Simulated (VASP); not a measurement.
Set up this calculation in VASP 6.6.1, as the native input.

| Quantity | Value |
| --- | --- |
| Task | single point |
| Functional | PBEsol |
| Potentials or basis | VASP PAW PBE potentials, release 64 (Cu) |
| Cutoff | 520 eV |
| k mesh | 19 × 19 × 19 |
| Occupations | fermi-dirac, width 0.08 eV |
| Spin | no spin polarisation |
| Dipole correction | no |
| Further INCAR settings | ALGO = Normal; EDIFF = 1e-07; NBANDS = 12 |

The structure of Cu lies in POSCAR:

```
Cu
1.0
   -0.0542250000      1.7803875000      1.7803875000
    1.7803875000     -0.0542250000      1.7803875000
    1.7803875000      1.7803875000     -0.0542250000
Cu
1
Direct
    0.0000000000      0.0000000000      0.0000000000
```

This cell differs from its parent crystal: equal xy, yz and zx shear strains of -3 %.

One way to write it, as run:

INCAR

```
SYSTEM = Cu
PREC = Accurate ; ENCUT = 520
EDIFF = 1E-7 ; ISMEAR = -1
SIGMA = 0.08 ; LREAL = .FALSE.
LASPH = .TRUE. ; NELM = 60
ALGO = Normal ; ISIF = 2
LWAVE = .FALSE. ; LCHARG = .TRUE.
GGA = PS ; LELF = .TRUE.
LVHAR = .TRUE. ; NBANDS = 12
```

KPOINTS

```
regular mesh
0
G
  19 19 19
  0 0 0
```

Potentials or basis: VASP PAW PBE potentials, release 64 (Cu).

Command:

```bash
$ cat potpaw_PBE.64/Cu/POTCAR > POTCAR
$ mpirun -np 1 vasp_std > vasp.out
```

It gave:

```
Pressure : -5.4 GPa
```

Caveat: the cell differs from its parent crystal (equal xy, yz and zx shear strains of -3 %); the PAW data sets were made with another functional, which shifts forces and pressure a little.

Wall time 94 s on 1 thread of AMD EPYC 7R43 64-Core Processor (Zen 3) (shared host), peak memory 0.16 GiB.
